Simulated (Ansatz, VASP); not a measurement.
HfN in VASP and in Ansatz

The input INCAR:

```
PREC = Accurate
ENCUT = 520
EDIFF = 1E-6
ISMEAR = 0
SIGMA = 0.15
LREAL = False
LASPH = True
NELM = 100
ALGO = Normal
ISIF = 2
LWAVE = False
LCHARG = False
GGA = PE
NBANDS = 14
```

KPOINTS

```
regular mesh
0
Gamma
  16 16 16
```

File POSCAR:

```
HfN
1.0
    0.0000000000      2.4329810243      2.2738140414
    2.2738140414      0.0000000000      2.2738140414
    2.2738140414      2.4329810243      0.0000000000
Hf N
1 1
Direct
    0.0003347749     -0.0003347749      0.0003347749
    0.4957340399      0.5042659601      0.4957340399
```

Input for Ansatz:

```yaml
crystal:
  lattice:
    - [0.0, 2.4329810243, 2.2738140414]
    - [2.2738140414, 0.0, 2.2738140414]
    - [2.2738140414, 2.4329810243, 0.0]
  atoms:
    - { symbol: Hf, position: [0.0003347749, -0.0003347749, 0.0003347749] }
    - { symbol: "N", position: [0.4957340399, 0.5042659601, 0.4957340399] }
basis:
  ecutwfc: 520.0
kpoints:
  mp_grid: { grid: [16, 16, 16] }
hamiltonian:
  xc: pbe
  pseudopotentials: { kind: paw, azcp: { folder: soft_1 } }
scf:
  occupations: { method: gaussian, width: 0.15 }
output:
  forces: true
  stress: true
  eigenvalues: true
  write_density: true
  write_potential: true
  elf: true
  volumetric_format: npy
```

Change from the starting cell: mode 5 frozen in at -0.019 Å, normal strain along y +0.0700.

Alike in both runs: task single point; functional PBE; k mesh 16 × 16 × 16; occupations gaussian, width 0.15 eV; no spin polarisation.

```csv
,VASP,Ansatz
version,VASP 6.6.1,Ansatz 0.2.0
potentials or method,"VASP PAW PBE potentials, release 64 (Hf_pv, N), cutoff 520 eV","scalar-relativistic, plane waves, PAW"
valence electrons in the cell,15,31
```

```csv
,VASP,Ansatz,Ansatz less VASP
gap on the k mesh at the Fermi level (eV),none,none,-
pressure (GPa),-15.2,-13.1,+2.07
"traceless stress, the component that is largest in VASP (GPa)",-12.73,-12.99,-0.267
rms of the force components (eV/Å),0.054,0.053,-0.0004
```

Atom by atom the forces differ by 0.000 eV/Å (rms over components). A gap of «none» marks a metal or a gap that the smearing closes. VASP's potentials hold 15 valence electrons a cell and Ansatz's 31, so a difference there can come from the potentials and not from the codes.

Spin-orbit coupling is off throughout.
